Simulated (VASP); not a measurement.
# Si8HO16 (a cell with a defect) in VASP: a series of runs, part 2 of 2

VASP 6.6.1. Earlier steps stand in the parts before.

### 3 Single point, PBE+D3(BJ), collinear spin

Contents of INCAR:

```
SYSTEM = Si8HO16
PREC = Accurate
ENCUT = 520
EDIFF = 1E-6
ISMEAR = -1
SIGMA = 0.05
LREAL = Auto
LASPH = .TRUE.
NELM = 150
ALGO = Normal
ISIF = 2
LWAVE = .FALSE.
LCHARG = .TRUE.
ISPIN = 2
MAGMOM = 0 0 0 0 0 0 0 0 0 0 0 0 0 0 0 0 0 0 0 0 0 0 0 0 1
LORBIT = 11
GGA = PE
IVDW = 12
LELF = .TRUE.
LVHAR = .TRUE.
NBANDS = 86
```

Contents of KPOINTS:

```
regular mesh
0
G
  2 2 2
  0 0 0
```

Contents of POSCAR:

```
Si8HO16
1.0
   -4.1180000000     -4.1180000000      0.0000000000
    4.1180000000     -4.1180000000      0.0000000000
    0.0000000000      0.0000000000      5.2980000000
Si O H
8 16 1
Direct
    0.6697061680      0.4854176785      0.0815402039
    0.0053059738      0.4656750850      0.3299169498
    0.5563258864      0.4713817387      0.5943941110
   -0.0056702283      0.5029018941      0.7303322008
    0.0634774162     -0.0052695483      0.0602114005
    0.4802574065      0.0560709082      0.3791996980
    0.0262263235     -0.1549538611      0.5451868630
    0.4975594949      0.0465152987      0.8858625897
    0.2446090335      0.5263234580      0.0177236693
   -0.0859762020      0.2028290432      0.2504530011
    0.8578557552      0.5022948033      0.1286145715
   -0.0300752793      0.7838878096      0.1126462816
    0.1256070908      0.4689776591      0.5428274821
   -0.0691597863      0.1932977173      0.8704794262
    0.7955925206      0.5867775619      0.3625519064
   -0.0715395823      0.6836571151      0.7728199320
    0.7262870325      0.1071272462     -0.0622121555
    0.4919135503      0.6300631374      0.3668742922
    0.3411121904      0.0036911122      0.0383540959
    0.5266634288      0.3216610005      0.2574745187
    0.6294803303      0.1011898980      0.5979237448
    0.6126639145      0.7669621175      0.6819365798
    0.2441355027      0.0253885381      0.6032653832
    0.5634531326      0.2786789704      0.6918271046
    0.3817994172      0.3856847984      0.4418837297
```

Potentials or basis: VASP PAW PBE potentials, release 64 (Si, O, H).

The run is started by

```bash
$ cat potpaw_PBE.64/Si/POTCAR potpaw_PBE.64/O/POTCAR potpaw_PBE.64/H/POTCAR > POTCAR
$ mpirun -np 1 vasp_std > vasp.out
```

OUTCAR:

```text
SYSTEM = Si8HO16
   PREC = Accurate
   ENCUT = 520
   EDIFF = 1E-6
   ISMEAR = -1
   LREAL = Auto
   LASPH = .TRUE.
   NELM = 150
   ISIF = 2
   ISPIN = 2
   LORBIT = 11
   GGA = PE
   IVDW = 12
 IVDW          = 12

 ion  position               nearest neighbor table
   1  0.670  0.485  0.082-  11 1.13  20 1.57  15 1.76  18 2.02  10 2.35  17 2.35   2 2.36  24 2.47
                            12 2.47  16 2.51   9 2.51  14 2.54   4 2.65   3 2.67   3 2.80   8 2.93
   2  0.005  0.466  0.330-  13 1.33  11 1.39  15 1.42  10 1.67   4 2.13  12 2.19   9 2.19   1 2.36
                             7 2.49   3 2.97   5 3.11
   3  0.556  0.471  0.594-  24 1.24  25 1.39  18 1.56  22 1.81  15 1.98  20 1.99  21 2.20  13 2.52
                             4 2.66   1 2.67   6 2.71   1 2.80   8 2.94   2 2.97
   4  0.994  0.503  0.730-  16 1.14  13 1.27  14 1.98   9 2.11   2 2.13   7 2.23  11 2.25  15 2.32
                             1 2.65   3 2.66
   5  0.063  0.995  0.060-  12 1.37  19 1.62  14 1.72  10 1.80  17 2.17  16 2.49   8 2.71   7 2.72
                             7 2.87   6 2.98   2 3.11
[... 1594 lines left out ...]
    total drift:                                0.012194     -0.004338      0.009039

  FREE ENERGIE OF THE ION-ELECTRON SYSTEM (eV)
  ---------------------------------------------------
  free  energy   TOTEN  =       -67.2632304819 eV

  energy  without entropy=      -67.2107685399  energy(sigma->0) =      -67.23699951

 total charge

# of ion       s       p       d       tot
------------------------------------------
    1        0.925   1.511   0.000   2.436
    2        0.817   1.552   0.000   2.369
    3        0.816   1.403   0.000   2.220
    4        0.969   1.819   0.000   2.788
    5        0.746   1.156   0.000   1.902
    6        0.791   0.952   0.000   1.743
[... 17 lines left out ...]
   24        1.691   4.059   0.000   5.750
   25        0.594   0.068   0.000   0.662
--------------------------------------------------
tot         33.793  71.168   0.000 104.960

 magnetization (x)

# of ion       s       p       d       tot
------------------------------------------
    1        0.000   0.000   0.000   0.000
    2       -0.000   0.000   0.000   0.000
    3        0.000  -0.000   0.000  -0.000
    4       -0.000  -0.000   0.000  -0.000
    5       -0.000   0.000   0.000  -0.000
    6       -0.000  -0.000   0.000  -0.000
[... 17 lines left out ...]
   24        0.000   0.000   0.000   0.000
   25        0.000   0.000   0.000   0.000
--------------------------------------------------
tot          0.000   0.001   0.000   0.002
```

Wall time 3.7 min (1 thread of Intel Xeon 6975P-C (Granite Rapids), shared host); peak memory 0.44 GiB.

Results:

```yaml
Free_energy: -67.2632 eV
Pressure: 218.4 GPa
Largest_force: 67.656 eV/Å
Net_moment: 0.00 μB per cell
Valence_electrons_inside_the_program's_atomic_spheres: Si 2.44, 2.37, 2.22, 2.79, 1.90, 1.74, 1.67, 2.21; O 4.93, 5.23, 6.09, 5.41, 5.84, 5.12, 5.43, 5.42, 5.18, 5.66, 5.34, 5.49, 5.05, 5.17, 5.75 (each value once); H 0.66
Dispersion_energy_per_atom: -0.246 eV
```

Forces on the atoms (eV/Å):
```
Si   45.731  46.518 -17.944
Si  -15.877  -1.041 -15.445
Si   27.473 -30.598  -9.246
Si  -38.777  34.243  21.342
Si    8.659  -9.925   1.433
Si   -1.815   7.552  -7.808
Si    4.627  -2.859  -2.609
Si  -12.985  -9.162 -26.048
O    -1.304   3.096  -1.547
O    -8.499  -0.742   6.916
O   -36.459 -36.175 -18.945
O    -0.398   1.971   4.505
O   -24.849 -15.097  -5.513
O    -3.398  -3.439  -6.608
O    12.231  -1.832  23.486
O    49.386 -27.952   8.713
O    -7.018  -6.037   9.937
O    12.674   1.624  -6.497
O    14.302  22.862  22.064
O    -5.485   7.826  -0.102
O   -15.284   0.413  -5.205
O     3.800   3.286   5.507
O    -0.680  -2.569   0.054
O    -8.658  15.483  20.405
H     2.602   2.553  -0.845
```

Caveat: the k points lie up to 0.59 Å⁻¹ apart; the standard files for N, O and F lose accuracy on very short bonds; atoms lie so close that the PAW spheres overlap strongly, which falsifies energies and pressures.

### 4 Single point, PBE+D3(BJ), collinear spin

Contents of INCAR:

```
PREC     = Accurate       # precision mode
ENCUT    = 520            # plane-wave cutoff, eV
EDIFF    = 1E-6           # SCF threshold, eV
ISMEAR   = -1             # smearing method
SIGMA    = 0.05           # smearing width, eV
LREAL    = Auto         
LASPH    = True           # aspherical terms in the spheres
NELM     = 150            # most SCF steps
ALGO     = Normal         # electronic algorithm
ISIF     = 2              # what is computed and relaxed
LWAVE    = False          # write WAVECAR
LCHARG   = False          # write CHGCAR
ISPIN    = 2              # spin polarisation
MAGMOM   = 0 0 0 0 0 0 0 0 0 0 0 0 0 0 0 0 0 0 0 0 0 0 0 0 1 # initial moments
LORBIT   = 11             # projections on sites
GGA      = PE             # functional
IVDW     = 12             # dispersion correction
NBANDS   = 86             # bands
```

Contents of KPOINTS:

```
Automatic mesh
0
Gamma
  2 2 2
```

Contents of POSCAR:

```
Si8HO16
1.0
   -4.1180000000     -4.1180000000      0.0000000000
    4.1180000000     -4.1180000000      0.0000000000
    0.0000000000      0.0000000000      5.2980000000
Si O H
8 16 1
Direct
    0.5080257407      0.5087056824      0.0351453379
    0.0382467217      0.4704953861      0.2932427331
    0.5244657601      0.5325279262      0.5380520951
    0.0300267120      0.4776711996      0.7849565874
   -0.0186376882     -0.0062044682      0.0391468479
    0.5034239922      0.0351869840      0.2857682144
    0.0049781447     -0.0102476931      0.5364477161
    0.5096648859      0.0178241865      0.8018686297
    0.2191962118      0.4712360369      0.0457908645
    0.0167071394      0.1821272462      0.2767836920
    0.8234944148      0.4840577950      0.0562476406
    0.0012991744      0.7738829529      0.3090788977
    0.2254006799      0.4639388052      0.5429784824
    0.0148251578      0.1752914036      0.7785201963
    0.8258013599      0.4927270520      0.5568705172
    0.0231908694      0.8029626032      0.7964892412
    0.7032054395     -0.0219038368      0.0434881087
    0.4974745022      0.6961874696      0.2899773499
    0.2916707139      0.0186012627      0.0532465081
    0.5457989315      0.3347741622      0.2876368441
    0.7124332200     -0.0144973288      0.5579841450
    0.4783511413      0.7086813987      0.8045866365
    0.3474623604      0.0270398252      0.5408456021
    0.5227294803      0.2886352598      0.7973008683
    0.2610976202      0.7237736765      0.5735938090
```

The run is started by

```bash
$ cat potpaw_PBE.64/Si/POTCAR potpaw_PBE.64/O/POTCAR potpaw_PBE.64/H/POTCAR > POTCAR
$ mpirun -np 1 vasp_std > vasp.out
```

It took 3.5 min on 1 thread of Intel Xeon 6975P-C (Granite Rapids), shared host; peak memory 0.44 GiB.

The run converged. Its results:

- Free energy: -183.8653 eV
- Pressure: 29.5 GPa
- Largest force: 6.564 eV/Å
- Band gap on the k mesh: 1.18 eV
- Net moment: 1.00 μB per cell
- Site moments: Si +0.01, +0.00, -0.00 (each value once); O +0.00, +0.02, +0.09, -0.00, +0.03, +0.05 (each value once); H +0.36 μB
- Valence electrons inside the program's atomic spheres: Si 1.55, 1.53, 1.49, 1.48, 1.51, 1.59 (each value once); O 5.32, 5.33, 5.20, 5.21, 5.29, 5.25, 5.24, 5.28, 5.23, 5.31, 5.26, 5.30 (each value once); H 0.55
- Dispersion energy per atom: -0.248 eV

Forces on the atoms (eV/Å):
```
Si  -2.391 -1.332  0.871
Si   4.373  0.822 -0.395
Si  -2.658  0.898  0.865
Si   2.530  1.140  2.747
Si  -4.538 -1.652 -0.434
Si  -1.626  0.537  1.135
Si  -2.178  0.664  0.147
Si  -1.569  2.630 -1.119
O    0.864  0.114 -1.178
O    0.519  1.673  2.770
O   -0.385 -1.537 -2.802
O    1.222 -2.533 -1.674
O   -0.778  2.165 -0.184
O    2.147 -1.518  1.309
O    0.054  0.038 -0.329
O   -1.356  1.889  0.444
O    2.278  0.711  0.912
O    1.999 -2.691 -1.197
O   -3.128 -2.301 -0.432
O   -2.332  4.239  1.032
O    0.111 -0.453 -1.929
O   -2.773 -0.530 -0.321
O    3.606  3.242 -0.370
O    4.226 -4.965  0.763
H    1.783 -1.249 -0.632
```

Stress tensor (GPa, compression positive):
```
23.76 -1.46 -0.42
-1.46 34.87  0.19
-0.42  0.19 29.93
```

Levels at points of the mesh, in eV from the valence-band top:
Spin up:
```tsv
k point	band 61	band 62	band 63	band 64	band 65	band 66	band 67	band 68	band 69	band 70
(0.00, 0.00, 0.00)	-5.20	-4.97	-4.92	-3.96	-0.74	1.58	2.25	2.95	3.03	3.21
(0.50, 0.00, 0.00)	-5.57	-5.34	-4.90	-4.54	-0.75	2.55	2.70	3.02	3.32	3.62
(0.00, 0.50, 0.00)	-5.54	-5.24	-4.84	-4.68	-0.38	2.10	2.76	3.30	3.31	3.62
(0.50, 0.50, 0.00)	-5.27	-5.15	-4.98	-4.60	-0.38	3.00	3.46	3.50	3.55	3.84
(0.00, 0.00, 0.50)	-5.30	-5.26	-4.79	-4.57	-0.47	2.78	3.36	3.55	3.64	3.93
(0.50, 0.00, 0.50)	-5.16	-4.96	-4.72	-4.57	-0.36	3.33	3.55	3.58	3.81	4.26
(0.00, 0.50, 0.50)	-5.12	-4.86	-4.76	-4.63	-0.09	2.84	3.51	3.78	4.04	4.40
(0.50, 0.50, 0.50)	-5.27	-5.21	-5.16	-4.80	0.00	3.94	4.08	4.26	4.42	4.70
```
Spin down:
```tsv
k point	band 60	band 61	band 62	band 63	band 64	band 65	band 66	band 67	band 68	band 69
(0.00, 0.00, 0.00)	-5.41	-5.19	-4.95	-4.90	-3.93	1.18	1.92	2.34	2.99	3.16
(0.50, 0.00, 0.00)	-5.72	-5.55	-5.32	-4.87	-4.51	1.53	2.57	2.76	3.07	3.38
(0.00, 0.50, 0.00)	-5.64	-5.52	-5.23	-4.80	-4.66	1.84	2.16	2.83	3.32	3.34
(0.50, 0.50, 0.00)	-5.55	-5.24	-5.12	-4.96	-4.57	1.89	3.07	3.48	3.54	3.64
(0.00, 0.00, 0.50)	-5.45	-5.28	-5.21	-4.76	-4.56	2.08	2.84	3.39	3.58	3.66
(0.50, 0.00, 0.50)	-5.45	-5.08	-4.95	-4.70	-4.55	2.23	3.35	3.60	3.61	3.84
(0.00, 0.50, 0.50)	-5.48	-5.08	-4.83	-4.74	-4.62	2.42	2.88	3.61	3.83	4.07
(0.50, 0.50, 0.50)	-5.63	-5.23	-5.19	-5.14	-4.79	2.55	3.97	4.15	4.30	4.45
```

Caveat: the k points lie up to 0.59 Å⁻¹ apart; the atoms stand as in a frame of molecular dynamics.

### 5 Single point, PBE+D3(BJ), collinear spin

Contents of INCAR:

```
  PREC = Accurate
  ENCUT = 520
  EDIFF = 1E-6
  ISMEAR = -1
  SIGMA = 0.05
  LREAL = Auto
  LASPH = True
  NELM = 150
  ALGO = Normal
  ISIF = 2
  LWAVE = False
  LCHARG = True
  ISPIN = 2
  MAGMOM = 0 0 0 0 0 0 0 0 0 0 0 0 0 0 0 0 0 0 0 0 0 0 0 0 1
  LORBIT = 11
  GGA = PE
  IVDW = 12
  LELF = True
  LVHAR = True
  NBANDS = 86
```

KPOINTS is that of step 4.

Contents of POSCAR:

```
Si8HO16
1.0
   -4.1180000000     -4.1180000000      0.0000000000
    4.1180000000     -4.1180000000      0.0000000000
    0.0000000000      0.0000000000      5.2980000000
Si O H
8 16 1
Direct
    0.5213574551      0.4829893152      0.0301245753
    0.0010684798      0.4839970860      0.3025858815
    0.4807430792      0.4938076736      0.5426198565
    0.0099077222      0.4903836814      0.7903171008
    0.0209810588      0.0225352113      0.0541147603
    0.5381495872     -0.0313258864      0.2628539071
    0.0183341428      0.0071636717      0.5386749717
    0.5242714910     -0.0139752307      0.7916006040
    0.1989072365      0.4881010199      0.0441298603
   -0.0279990287      0.2078678970      0.2809550774
    0.8336206897      0.5311923264      0.0452623632
    0.0253278290      0.8181155901      0.3110607777
    0.2061923264      0.4580378825      0.5598716497
   -0.0173749393      0.2063744536      0.7899395998
    0.8033389995      0.5339363769      0.5671762929
    0.0192933463      0.8276711996      0.7839562099
    0.7285939777     -0.0219888295      0.0326915817
    0.5290917921      0.6863525983      0.2857304643
    0.3256313745     -0.0092399223      0.0699320498
    0.5145458961      0.3130403108      0.2931672329
    0.7281811559      0.0102841185      0.5259154398
    0.5164643031      0.6897037397      0.8015100038
    0.3379310345      0.0285332686      0.5367119668
    0.4987615347      0.2741379310      0.8150245376
    0.3063744536      0.7287882467      0.5395054738
```

The run is started by

```bash
$ cat potpaw_PBE.64/Si/POTCAR potpaw_PBE.64/O/POTCAR potpaw_PBE.64/H/POTCAR > POTCAR
$ mpirun -np 1 vasp_std > vasp.out
```

Wall time 3 min (1 thread of Intel Xeon 6975P-C (Granite Rapids), shared host); peak memory 0.44 GiB.

The run converged. Its results:

- Free energy: -183.4306 eV
- Pressure: 30.9 GPa
- Largest force: 6.860 eV/Å
- Band gap on the k mesh: 1.40 eV
- Net moment: 1.00 μB per cell
- Site moments: Si +0.01, +0.00 (each value once); O +0.00, +0.01, +0.10, -0.00, +0.06, +0.05, +0.07 (each value once); H +0.35 μB
- Valence electrons inside the program's atomic spheres: Si 1.52, 1.50, 1.58, 1.49 (each value once); O 5.23, 5.37, 5.29, 5.26, 5.34, 5.30, 5.21, 5.24, 5.25, 5.28, 5.20 (each value once); H 0.55
- Dispersion energy per atom: -0.247 eV

Forces on the atoms (eV/Å):
```
Si   0.929 -0.431  3.298
Si   3.306 -3.383 -0.760
Si  -3.065 -3.775 -0.746
Si   2.989 -1.695  2.560
Si  -3.453  2.192 -3.162
Si   2.020 -1.925  6.267
Si  -0.463 -0.421  1.973
Si   0.335 -0.414 -2.201
O   -1.265 -1.928  0.477
O   -1.912 -0.848  1.758
O    1.447  3.232 -0.326
O   -1.681  0.986 -2.333
O    1.902  3.010 -1.810
O   -1.765 -0.245  0.856
O   -2.711  0.505 -2.229
O   -2.631  0.136  1.764
O    1.585  0.883 -0.279
O    0.211  0.663 -0.465
O    1.580  0.695 -3.550
O   -1.810  0.600 -0.744
O    1.745  3.458  1.074
O    0.018  1.098 -0.004
O    0.168  1.850  0.066
O    1.475 -3.669 -1.246
H    1.046 -0.574 -0.238
```

Stress tensor (GPa, compression positive):
```
25.87 -2.85  0.31
-2.85 36.82  0.06
 0.31  0.06 30.08
```

Levels at points of the mesh, in eV from the valence-band top:
Spin up:
```csv
k point,band 63,band 64,band 65,band 66,band 67,band 68
"(0.00, 0.00, 0.00)",-3.65,-2.84,-0.70,2.52,3.37,3.80
"(0.50, 0.00, 0.00)",-3.72,-3.51,-0.65,3.34,3.59,4.23
"(0.00, 0.50, 0.00)",-3.83,-3.39,-0.29,3.28,3.75,3.99
"(0.50, 0.50, 0.00)",-3.85,-3.51,-0.34,3.87,4.16,4.40
"(0.00, 0.00, 0.50)",-3.69,-3.45,-0.44,3.83,4.15,4.58
"(0.50, 0.00, 0.50)",-3.70,-3.50,-0.39,4.17,4.20,4.88
"(0.00, 0.50, 0.50)",-3.66,-3.40,-0.08,3.94,4.59,4.74
"(0.50, 0.50, 0.50)",-4.02,-3.80,0.00,4.72,4.93,5.30
```
Spin down:
```
           k point  band 61  band 62  band 63  band 64  band 65  band 66  band 67  band 68
(0.00, 0.00, 0.00)    -4.19    -3.84    -3.63    -2.80     1.40     2.60     3.46     3.84
(0.50, 0.00, 0.00)    -4.35    -4.06    -3.69    -3.47     1.50     3.37     3.62     4.27
(0.00, 0.50, 0.00)    -4.43    -4.13    -3.82    -3.34     1.81     3.33     3.80     4.02
(0.50, 0.50, 0.00)    -4.29    -3.96    -3.81    -3.46     1.76     3.90     4.26     4.43
(0.00, 0.00, 0.50)    -4.10    -4.03    -3.67    -3.40     1.85     3.87     4.17     4.61
(0.50, 0.00, 0.50)    -4.08    -3.79    -3.64    -3.49     1.92     4.20     4.23     4.91
(0.00, 0.50, 0.50)    -3.97    -3.84    -3.63    -3.34     2.15     3.99     4.60     4.77
(0.50, 0.50, 0.50)    -4.24    -4.10    -3.98    -3.76     2.23     4.74     5.00     5.32
```

Caveat: the k points lie up to 0.59 Å⁻¹ apart; the atoms stand as in a frame of molecular dynamics.

### 6 Summary

```csv
cell,gap on the mesh (eV),pressure (GPa),moment (μB),largest force (eV/Å)
"as given, atomic positions A",none,185.0,0.04,80.79
"as given, atomic positions B",none,218.4,0.00,67.66
"as given, atomic positions C",1.18,29.5,1.00,6.56
"as given, atomic positions D",1.40,30.9,1.00,6.86
```

Alike in all rows: task single point; level PBE+D3(BJ); potentials or basis VASP PAW PBE potentials, release 64 (Si, O, H); spin collinear; k mesh 2 × 2 × 2; cutoff (eV) 520; smearing fermi-dirac 0.05 eV.

Caveats: all runs use coarse meshes; atoms lie so close that the PAW spheres overlap strongly, which falsifies energies and pressures (at least some runs); the atoms stand as in a frame of molecular dynamics (at least some runs); the standard files for N, O and F lose accuracy on very short bonds (at least some runs).

Absolute energies hang on the potentials; compare differences alone.
